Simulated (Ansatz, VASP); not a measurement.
**One calculation of Zr, two programs**

Contents of INCAR:

```
  PREC = Accurate
  ENCUT = 520
  EDIFF = 1E-7
  ISMEAR = -1
  SIGMA = 0.05
  LREAL = F
  LASPH = T
  NELM = 80
  ALGO = Normal
  ISIF = 2
  LWAVE = F
  LCHARG = F
  GGA = PE
  NBANDS = 19
```

The input KPOINTS:

```
regular mesh
0
Gamma
  14 14 8
```

POSCAR

```
Zr
1.0
    3.2123658828      0.0000000000      0.0000000000
   -1.6061829414      2.7819904608      0.0000000000
    0.0000000000      0.0000000000      5.1409693357
Zr
2
Direct
    0.3333333333      0.6666666667      0.2500000000
    0.6666666667      0.3333333333      0.7500000000
```

Input for Ansatz:

```yaml
crystal:
  lattice:
    - [3.2123658828, 0.0, 0.0]
    - [-1.6061829414, 2.7819904608, 0.0]
    - [0.0, 0.0, 5.1409693357]
  atoms:
    - { symbol: Zr, position: [0.3333333333, 0.6666666667, 0.25] }
    - { symbol: Zr, position: [0.6666666667, 0.3333333333, 0.75] }
kpoints:
  mp_grid: { grid: [14, 14, 8] }
scf:
  occupations: { method: fermi_dirac, width: 0.05 }
hamiltonian:
  xc: pbe
  pseudopotentials: { kind: paw }
output:
  forces: true
  stress: true
  eigenvalues: true
```

Change from the starting cell: volume scaled by 0.982, to set the pressure.

Alike in both runs: task single point; functional PBE; k mesh 14 × 14 × 8; occupations fermi-dirac, width 0.05 eV; no spin polarisation.

|  | VASP | Ansatz |
| --- | --- | --- |
| version | VASP 6.6.1 | Ansatz 0.2.0 |
| potentials or method | VASP PAW PBE potentials, release 64 (Zr_sv) | PAW with Ansatz's default frozen-core files, scalar-relativistic |
| plane-wave cutoff (eV) | 520 | 420 |
| valence electrons in the cell | 24 | 24 |

|  | VASP | Ansatz | Ansatz less VASP |
| --- | --- | --- | --- |
| pressure (GPa) | 1.8 | 1.8 | -0.01 |
| traceless stress, the component that is largest in VASP (GPa) | 0.10 | 0.11 | +0.005 |
